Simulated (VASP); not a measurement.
Here is a VASP 6.6.1 calculation.

Contents of INCAR:

```
SYSTEM = HC32
ALGO     = Normal         ! electronic algorithm
EDIFF    = 1E-6           ! SCF threshold, eV
ENCUT    = 520            ! plane-wave cutoff, eV
GGA      = PE             ! functional
ISIF     = 2              ! what is computed and relaxed
ISMEAR   = 0              ! smearing method
IVDW     = 12             ! dispersion correction
LASPH    = .TRUE.         ! aspherical terms in the spheres
LCHARG   = .FALSE.        ! write CHGCAR
LREAL    = Auto         
LWAVE    = .FALSE.        ! write WAVECAR
NBANDS   = 86             ! bands
NELM     = 60             ! most SCF steps
PREC     = Accurate       ! precision mode
SIGMA    = 0.1            ! smearing width, eV
```

File KPOINTS:

```
k-points
0
G
  4 4 4
  0 0 0
```

The input POSCAR:

```
HC32
1.0
    0.0000000000      0.0000000000      7.1348525476
   -4.9294762873      4.2690516923      3.5674262738
   -4.9294762874     -4.2690516922      3.5674262738
C H
32 1
Direct
    0.3816770764      0.5416612718      0.7084966843
    0.8692360447      0.5408517952      0.7088827894
    0.2574927335      0.9171052283      0.5833306332
    0.7424627223      0.9181434911      0.5831163930
    0.1288724292      0.2919983701      0.4579944861
    0.6219543782      0.2927833219      0.4572095342
    0.0042204601      0.6669947702      0.3344408209
    0.4946456680      0.6678833007      0.3337531232
    0.3689788309      0.0411100668      0.2091410609
    0.8818407121      0.0414966089      0.2083315529
    0.2556638959      0.4155522694      0.0829978517
    0.7462878729      0.4162401858      0.0821093055
    0.1533595800      0.7914650686      0.9585279321
    0.5712130500      0.7915809651      0.9584112242
    1.0079351690      0.1666622748      0.8328875176
    0.4937301608      0.1668761950      0.8318491691
    0.4992438968      0.3338516913      0.6659123227
    0.0027756809      0.3330847499      0.6664131101
    0.3803316699      0.7088891483      0.5419124867
    0.8698100498      0.7085390141      0.5413185044
    0.2522813855      0.0835796289      0.4169082233
    0.7490143539      0.0840805335      0.4161411648
    0.1306065539      0.4581475803      0.2918450730
    0.6191531604      0.4586969997      0.2912956536
    0.4833926124      0.8343248445      0.1703776252
    0.0122514060      0.8339009517      0.1679249446
    0.3696756926      0.2086742660      0.0414535220
    0.8811392261      0.2080805880      0.0411036921
    0.2640855583      0.5820679634      0.9160917942
    0.7381000757      0.5796154157      0.9156675658
    0.1398223309      0.9590354375      0.7909573603
    0.6091069342      0.9614482998      0.7885440923
    0.3975549043     -0.2096136948     -0.0403854792
```

Potentials or basis: VASP PAW PBE potentials, release 64 (C, H).

Command:

```console
$ cat potpaw_PBE.64/C/POTCAR potpaw_PBE.64/H/POTCAR > POTCAR
$ mpirun -np 1 vasp_std > vasp.out
```

(1) What does it give for the pressure?

(2) Predict the largest force.

(3) Predict the band gap on the k mesh.

(4) Estimate the dispersion energy per atom.

Results:

(1) 1.0 GPa.

(2) 1.271 eV/Å.

(3) zero (an odd number of electrons rules out a gap without spin polarisation).

(4) -0.144 eV.

Caveat: an odd number of electrons without spin polarisation forces a metal; a magnetic or distorted state may lie lower.
